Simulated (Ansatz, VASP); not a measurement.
## Ag in VASP and in Ansatz

```xyz
1
Lattice="2.1082 0.0000 0.0000 0.0000 2.1082 0.0000 0.0000 0.0000 2.1082" Properties=species:S:1:pos:R:3 pbc="T T T"
Ag    0.0000    0.0000    0.0000
```

Change from the starting cell: volume scaled by 0.45, norm-conserving files.

Alike in both runs: task single point; functional PBE; k mesh 16 × 16 × 16; occupations fermi-dirac, width 0.08 eV; no spin polarisation.

```csv
,VASP,Ansatz
version,VASP 6.6.1,Ansatz 0.2.0
potentials or method,"VASP PAW PBE potentials, release 64 (Ag)","norm-conserving pseudopotentials, scalar-relativistic"
plane-wave cutoff (eV),520,960
valence electrons in the cell,11,19
```

Ansatz gave:

```
pressure (GPa) : 475.9
```

**Question.** Estimate VASP's values.

**Answer.** Pressure (GPa): 466.7.

Both programs put the cell under a high pressure, so it lies far from rest at this level. With one functional, cell and mesh, what is left measures potentials, basis and numerics. VASP's potentials hold 11 valence electrons a cell and Ansatz's 19, so a difference there can come from the potentials and not from the codes.

Noted on VASP's run: the cell as given lies far from equilibrium.
